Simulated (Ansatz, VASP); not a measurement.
## One calculation of AlGaN2, two programs

The input INCAR:

```
ALGO = Normal
EDIFF = 1E-6
EDIFFG = -0.01
ENCUT = 520
IBRION = 2
ISIF = 2
ISMEAR = 0
LASPH = T
LCHARG = F
LREAL = F
LWAVE = F
NELM = 60
NSW = 50
PREC = Accurate
SIGMA = 0.05
```

The input KPOINTS:

```
k-points
0
Gamma
  8 8 6
```

File POSCAR:

```
AlGaN2
1.0
    3.1230851891      0.0000000000      0.0000000000
    0.0000000000      3.1230851891      0.0000000000
    0.0000000000      0.0000000000      4.0128521594
Al Ga N
1 1 2
Direct
    0.5000000000      0.5000000000      0.5000000000
    0.0000000000      0.0000000000      0.0000000000
    0.5000000000      0.0000000000      0.7400738390
    0.0000000000      0.5000000000      0.2599261610
```

Input for Ansatz:

```yaml
crystal:
  lattice:
    - [3.1230851891, 0.0, 0.0]
    - [0.0, 3.1230851891, 0.0]
    - [0.0, 0.0, 4.0128521594]
  atoms:
    - { symbol: Al, position: [0.5, 0.5, 0.5] }
    - { symbol: Ga, position: [0.0, 0.0, 0.0] }
    - { symbol: "N", position: [0.5, 0.0, 0.740073839] }
    - { symbol: "N", position: [0.0, 0.5, 0.259926161] }
basis:
  ecutwfc: 520.0
kpoints:
  mp_grid: { grid: [8, 8, 6] }
hamiltonian:
  xc: lda
  pseudopotentials: { kind: paw, azcp: { folder: soft_1 } }
scf:
  occupations: { method: gaussian, width: 0.05 }
output:
  forces: true
  stress: true
  eigenvalues: true
relax:
  adjacent_minimum: "off"
  f_tol: 0.01
  max_steps: 30
```

Alike in both runs: task relaxation of the atoms; functional LDA; k mesh 8 × 8 × 6; occupations gaussian, width 0.05 eV; no spin polarisation.

```csv
,VASP,Ansatz
version,VASP 6.6.1,Ansatz 0.2.0
potentials or method,"VASP PAW LDA potentials, release 64 (Al, Ga_d, N), cutoff 520 eV","scalar-relativistic, plane waves, PAW"
valence electrons in the cell,26,26
```

```tsv
	VASP	Ansatz	Ansatz less VASP
gap on the k mesh at the Fermi level, each at its own relaxed structure (eV)	3.43	3.43	+0.004
```

Ansatz warns that its potentials were made for another functional, while VASP's fit it. LDA's correlation is that of Perdew and Zunger in VASP and of Perdew and Wang (1992) in Ansatz. Ansatz's warnings: stress scf threshold loose.
